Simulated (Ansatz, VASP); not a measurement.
One calculation of W, two programs

```
CELL_PARAMETERS angstrom
0.00000 1.99362 1.99362
1.99362 0.00000 1.99362
1.99362 1.99362 0.00000
ATOMIC_POSITIONS crystal
W 0.00000 0.00000 0.00000
```

Alike in both runs: task relaxation of cell and atoms; functional BLYP; k mesh 14 × 14 × 14; occupations fermi-dirac, width 0.1 eV; no spin polarisation.

|  | VASP | Ansatz |
| --- | --- | --- |
| version | VASP 6.6.1 | Ansatz 0.2.0 |
| potentials or method | VASP PAW PBE potentials, release 64 (W_sv), cutoff 600 eV | plane waves (420 eV) with PAW, scalar-relativistic |
| valence electrons in the cell | 14 | 14 |

Ansatz gave:

- relaxed volume (Å³/atom): 17.02
- relaxed cell length with the largest relative difference (Å): 2.888

Problem. Which values does VASP return?

Solution. Relaxed volume (Å³/atom): 17.12; relaxed cell length with the largest relative difference (Å): 2.893.

VASP's potentials were made for PBE, not for BLYP.

Spin-orbit coupling is off throughout.
